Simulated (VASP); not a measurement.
The system is LuAsF6.

```xyz
8
Lattice="3.5798 2.0668 2.3228 -3.5798 2.0668 2.3228 0.0000 -4.1336 2.3228" Properties=species:S:1:pos:R:3 pbc="T T T"
Lu    0.0000    0.0000    0.0000
As    0.0000    0.0000    3.4841
F     1.1410    0.8440    2.4776
F     0.1605   -1.4101    2.4776
F     1.3015   -0.5661    4.4907
F    -0.1605    1.4101    4.4907
F    -1.1410   -0.8440    4.4907
F    -1.3015    0.5661    2.4776
```

* Program: VASP 6.6.1
* Task: relaxation of cell and atoms
* Functional: PBEsol
* Potentials or basis: VASP PAW PBE potentials, release 64 (Lu, As, F)
* Cutoff: 600 eV
* k mesh: 4 × 4 × 4
* Occupations: fermi-dirac, width 0.03 eV
* Spin: no spin polarisation

At the start: pressure 22.5 GPa; volume 12.89 Å³/atom.

Question: Where does the relaxation end?

Answer: Over 36 steps the energy falls by 804.7 meV/atom and the volume is 10.90 Å³/atom (-15.4 %); space group R-3 (No. 148, to 0.1 Å) before and after.

The path:
```tsv
step	energy change (eV)	largest force (eV/Å)	pressure (GPa)	volume (Å³)
1	0.0000	5.5786	22.55	103.11
2	-2.8455	0.6674	-19.47	132.61
3	-3.9390	0.9560	-11.92	121.33
4	-3.9557	1.1842	-10.71	120.14
5	-5.3018	0.6607	-9.26	108.73
6	-5.9867	0.5693	-2.22	96.82
7	-5.9866	0.5031	-2.68	97.35
8	-6.0532	0.3985	2.07	94.39
9	-6.0554	0.3481	1.37	94.82
10	-6.1015	0.2997	0.28	95.31
11	-6.1367	0.2277	-1.55	96.19
12	-6.1749	0.1374	-0.42	94.32
13	-6.1830	0.1558	0.61	92.94
14	-6.2039	0.1980	-0.03	92.92
15	-6.2100	0.2596	-0.49	92.89
16	-6.2314	0.2158	0.18	92.35
17	-6.2485	0.4189	1.44	91.38
18	-6.2580	0.4249	1.23	91.36
19	-6.2856	0.4384	0.67	91.29
20	-6.3312	0.4519	-0.43	91.15
21	-6.3309	0.5265	-2.86	90.86
22	-6.3512	0.4658	-1.47	91.03
23	-6.3864	0.3080	-1.76	90.32
24	-6.4176	0.1782	-2.06	88.27
25	-6.4201	0.1154	-2.05	88.72
26	-6.4321	0.0898	0.04	87.28
27	-6.4324	0.0900	0.34	87.06
28	-6.4353	0.0599	0.23	87.06
29	-6.4370	0.0433	-0.05	87.06
30	-6.4374	0.0187	0.06	87.02
31	-6.4374	0.0134	0.18	86.99
32	-6.4377	0.0076	0.02	87.13
33	-6.4377	0.0064	0.01	87.18
34	-6.4377	0.0057	-0.17	87.27
35	-6.4377	0.0057	-0.09	87.22
36	-6.4378	0.0036	0.00	87.19
```

Final structure:
```
CELL_PARAMETERS angstrom
3.28971 1.89931 2.32577
-3.28971 1.89931 2.32577
0.00000 -3.79863 2.32577
ATOMIC_POSITIONS crystal
Lu 0.00000 0.00000 0.00000
As 0.50000 0.50000 0.50000
F 0.54325 0.24586 0.10210
F 0.24586 0.10210 0.54325
F 0.89790 0.45675 0.75414
F 0.75414 0.89790 0.45675
F 0.45675 0.75414 0.89790
F 0.10210 0.54325 0.24586
```

Caveat: the volume moved by over 15 % at a fixed basis, so the end points are rough; the PAW data sets were made with another functional, which shifts forces and pressure a little.
